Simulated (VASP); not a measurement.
Write the native input for VASP 6.6.1 that does the following.

| Property | Result |
| --- | --- |
| Task | single point |
| Functional | PBE |
| Potentials or basis | VASP PAW PBE potentials, release 64 (Rh_pv) |
| Cutoff | 520 eV |
| k mesh | 16 × 16 × 8 |
| Occupations | gaussian, width 0.1 eV |
| Spin | no spin polarisation |
| Dipole correction | no |
| Further INCAR settings | ALGO = Fast; EDIFF = 1e-07; NBANDS = 22 |

The structure of Rh lies in POSCAR:

```
Rh
1.0
    2.6490769807     -0.0273097904     -0.0032498651
   -1.3481894626      2.3351160792      0.0064733818
   -0.0052699019      0.0090784024      4.3160496643
Rh
2
Direct
    0.6539822020      0.3269910960      0.7500000000
    0.3460177980      0.6730089040      0.2500000000
```

This cell differs from its parent crystal: strained and its atoms moved.

These files were run (other wordings do the same):

INCAR

```
PREC = Accurate
ENCUT = 520
EDIFF = 1E-7
ISMEAR = 0
SIGMA = 0.1
LREAL = False
LASPH = True
NELM = 80
ALGO = Fast
ISIF = 2
LWAVE = False
LCHARG = False
GGA = PE
NBANDS = 22
```

KPOINTS

```
Automatic mesh
0
Gamma
  16 16 8
```

Potentials or basis: VASP PAW PBE potentials, release 64 (Rh_pv).

Command:

```console
$ cat potpaw_PBE.64/Rh_pv/POTCAR > POTCAR
$ mpirun -np 1 vasp_std > vasp.out
```

It gave:

* Pressure: 18.3 GPa
* Largest force: 0.215 eV/Å
* Band gap on the k mesh: zero (bands 15 and 16 overlap by 2.57 eV)

Caveat: the cell differs from its parent crystal (strained and its atoms moved); the cell stands under pressure.

Run time: 3.9 min on 1 thread of Intel Xeon 8259CL (shared host), peak memory 0.34 GiB.
